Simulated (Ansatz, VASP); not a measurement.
## Mg2CdN2 in VASP and in Ansatz

```
CELL_PARAMETERS angstrom
3.55288 0.00000 0.00000
-1.77644 3.07689 0.00000
0.00000 0.00000 5.98383
ATOMIC_POSITIONS crystal
Mg 0.66667 0.33333 0.15344
Mg 0.33333 0.66667 0.84656
Cd 0.00000 0.00000 0.50000
N 0.66667 0.33333 0.77223
N 0.33333 0.66667 0.22777
```

Alike in both runs: task single point; functional PBE; dispersion D3(BJ); k mesh 6 × 6 × 4; occupations gaussian, width 0.1 eV; no spin polarisation.

|  | VASP | Ansatz |
| --- | --- | --- |
| version | VASP 6.6.1 | Ansatz 0.2.0 |
| potentials or method | VASP PAW PBE potentials, release 64 (Mg, Cd, N), cutoff 520 eV | scalar-relativistic, plane waves, PAW |
| valence electrons in the cell | 26 | 50 |

```tsv
	VASP	Ansatz	Ansatz less VASP
gap on the k mesh at the Fermi level (eV)	0.35	0.36	+0.011
least direct gap on the mesh (eV)	0.68	0.68	+0.002
pressure (GPa)	-4.2	-4.3	-0.06
rms of the force components (eV/Å)	0.009	0.016	+0.0066
```

Atom by atom the forces differ by 0.017 eV/Å (rms over components). VASP's potentials hold 26 valence electrons a cell and Ansatz's 50, so a difference there can come from the potentials and not from the codes.
